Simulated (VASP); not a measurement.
The system is PbS.

```
Pb S
1.0
     2.11266    1.21975    3.45192
    -2.11266    1.21975    3.45192
     0.00000   -2.43949    3.45192
Pb S
1 1
Direct
  0.98057 0.98057 0.98057
  0.47504 0.47504 0.47504
```

Base run:

```yaml
Program: VASP 6.6.1
Functional: r2SCAN
Potentials_or_basis: VASP PAW PBE potentials, release 64 (Pb_d, S)
Cutoff: 520 eV
k_mesh: 8 × 8 × 8
Occupations: methfessel-paxton, width 0.02 eV
Spin: no spin polarisation
```

Its results: band gap on the k mesh 0.72 eV, direct; pressure 0.0 GPa; largest force 0.012 eV/Å.

Q: The run is repeated on the same cell with these changes: k mesh from 8 × 8 × 8 to 2 × 2 × 2. What comes out?

A: Band gap on the k mesh 0.54 eV, direct; pressure 7.5 GPa; largest force 0.517 eV/Å.

Caveats: some runs use coarse meshes; the PAW data sets were made with another functional, which shifts forces and pressure a little; spin-orbit coupling is left out, which moves the levels of the heavy elements.

A k mesh can miss the band edges.
